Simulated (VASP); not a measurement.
The system is Si3N4.

```
Si N
1.0
     7.59500    0.00000    0.00000
    -3.79750    6.57746    0.00000
     0.00000    0.00000    2.90230
Si N
6 8
Direct
  0.76732 0.17356 0.32564
  0.59376 0.76732 0.82564
  0.82644 0.59376 0.32564
  0.23268 0.82644 0.82564
  0.40624 0.23268 0.32564
  0.17356 0.40624 0.82564
  0.02936 0.32975 0.32565
  0.69961 0.02936 0.82565
  0.67025 0.69961 0.32565
  0.97064 0.67025 0.82565
  0.30039 0.97064 0.32565
  0.32975 0.30039 0.82565
  0.33333 0.66667 0.82553
  0.66667 0.33333 0.32553
```

Base run:

* Program: VASP 6.6.1
* Functional: PBE
* Potentials or basis: VASP PAW PBE potentials, release 64 (Si, N)
* Cutoff: 520 eV
* k mesh: 4 × 4 × 10
* Occupations: fermi-dirac, width 0.02 eV
* Spin: no spin polarisation

Its results: band gap on the k mesh 4.35 eV (least direct gap 4.54 eV); pressure 6.2 GPa; largest force 0.011 eV/Å.

Problem. The run is repeated on the same cell with these changes: functional from PBE to r2SCAN; further incar settings from ALGO = Normal; EDIFF = 1e-06; NBANDS = 45 to ALGO = Normal; EDIFF = 1e-08; NBANDS = 45. What comes out?

Solution. Band gap on the k mesh 5.01 eV (least direct gap 5.21 eV); pressure 0.6 GPa; largest force 0.053 eV/Å.

Caveats: the cell stands under pressure (at least some runs); the PAW data sets were made with another functional, which shifts forces and pressure a little (at least some runs).

A k mesh can miss the band edges.
